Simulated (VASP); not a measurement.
Input of a VASP 6.6.1 run:

The input INCAR:

```
ALGO     = Normal         # electronic algorithm
EDIFF    = 1E-7           # SCF threshold, eV
ENCUT    = 520            # plane-wave cutoff, eV
ISIF     = 2              # what is computed and relaxed
ISMEAR   = 0              # smearing method
LASPH    = T              # aspherical terms in the spheres
LCHARG   = F              # write CHGCAR
LREAL    = F              # projectors in reciprocal space
LWAVE    = F              # write WAVECAR
NBANDS   = 28             # bands
NELM     = 80             # most SCF steps
PREC     = Accurate       # precision mode
SIGMA    = 0.05           # smearing width, eV
```

File KPOINTS:

```
k-points
0
Gamma
  6 6 4
```

File POSCAR:

```
SnSe
1.0
    4.2527474225      0.0000000000      0.0000000000
    0.0000000000      4.2527474225      0.0000000000
    0.0000000000      0.0000000000     11.1443172468
Sn Se
2 2
Direct
    0.5000000000      0.0000000000      0.3781633345
    0.0000000000      0.5000000000      0.6218366655
    0.5000000000      0.0000000000      0.6217782147
    0.0000000000      0.5000000000      0.3782217853
```

Potentials or basis: VASP PAW LDA potentials, release 64 (Sn_d, Se).

Command:

```sh
$ cat potpaw_LDA.64/Sn_d/POTCAR potpaw_LDA.64/Se/POTCAR > POTCAR
$ mpirun -np 1 vasp_std > vasp.out
```

Problem. Predict the largest force.

Solution. 0.246 eV/Å.

Problem. Predict the band gap on the k mesh.

Solution. 1.47 eV (least direct gap 1.52 eV).

Forces on the atoms (eV/Å):
```
Sn   0.000  0.000  0.246
Sn   0.000  0.000 -0.246
Se   0.000  0.000 -0.216
Se   0.000  0.000  0.216
```

Caveat: the cell differs from its parent crystal (strain +0.015 along x and y, +0.015 along z); spin-orbit coupling is left out, which moves the levels of the heavy elements.
